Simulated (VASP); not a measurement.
A run of VASP 6.6.1 is set up as follows.

File INCAR:

```
ALGO = Normal
EDIFF = 1E-6
ENCUT = 500
GGA = PE
GGA_COMPAT = False
ISIF = 2
ISMEAR = 0
LASPH = True
LCHARG = True
LELF = True
LREAL = False
LVHAR = True
LWAVE = False
NBANDS = 13
NELM = 120
PREC = Accurate
SIGMA = 0.05
```

The input KPOINTS:

```
k-points
0
Gamma
  8 8 8
```

File POSCAR:

```
Pb
1.0
    0.0000000000      2.5212292312      2.5212292312
    2.5212292312      0.0000000000      2.5212292312
    2.5212292312      2.5212292312      0.0000000000
Pb
1
Direct
    0.0000000000      0.0000000000      0.0000000000
```

Potentials or basis: VASP PAW PBE potentials, release 64 (Pb_d).

The run is started by

```sh
$ cat potpaw_PBE.64/Pb_d/POTCAR > POTCAR
$ mpirun -np 1 vasp_std > vasp.out
```

Q: What does it give for the pressure?

A: 0.0 GPa.

Q: Predict the band gap on the k mesh.

A: Zero (band 7 reaches 13.66 eV, above the bottom of band 8 at 5.41 eV).

Caveat: spin-orbit coupling is left out, which moves the levels of the heavy elements.
